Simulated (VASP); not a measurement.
Write the native input for VASP 6.6.1 that does the following.

```yaml
Task: single point
Functional: LDA
Potentials_or_basis: VASP PAW LDA potentials, release 64 (Ti_sv, Si)
Cutoff: 520 eV
k_mesh: 8 × 8 × 8
Occupations: fermi-dirac, width 0.05 eV
Spin: no spin polarisation
Dipole_correction: no
Further_INCAR_settings: ALGO = Normal; EDIFF = 1e-06; NBANDS = 29
```

The structure of TiSi2 lies in POSCAR:

```
TiSi2
1.0
    1.7997237164     -6.8918501234      0.0000000000
    1.7997237164      6.8918501234      0.0000000000
    0.0000000000      0.0000000000      3.6350970940
Ti Si
2 4
Direct
    0.1031180800      0.8968819200      0.2500000000
    0.8968819200      0.1031180800      0.7500000000
    0.7503148200      0.2496851800      0.2500000000
    0.2496851800      0.7503148200      0.7500000000
    0.4417485500      0.5582514500      0.2500000000
    0.5582514500      0.4417485500      0.7500000000
```

The input as run:

INCAR

```
PREC = Accurate
ENCUT = 520
EDIFF = 1E-6
ISMEAR = -1
SIGMA = 0.05
LREAL = False
LASPH = True
NELM = 100
ALGO = Normal
ISIF = 2
LWAVE = False
LCHARG = False
NBANDS = 29
```

KPOINTS

```
Automatic mesh
0
Gamma
  8 8 8
```

Potentials or basis: VASP PAW LDA potentials, release 64 (Ti_sv, Si).

Run with:

```sh
$ cat potpaw_LDA.64/Ti_sv/POTCAR potpaw_LDA.64/Si/POTCAR > POTCAR
$ mpirun -np 1 vasp_std > vasp.out
```

It gave:

The pressure is -12.1 GPa, the largest force is 0.180 eV/Å and the band gap on the k mesh is zero (bands 20 and 21 overlap by 0.95 eV).

Caveat: the cell stands under tension.

Run time: 5.2 min on 1 thread of Intel(R) Xeon(R) Platinum 8375C CPU @ 2.90GHz (Ice Lake), with other jobs on the host, peak memory 0.37 GiB.
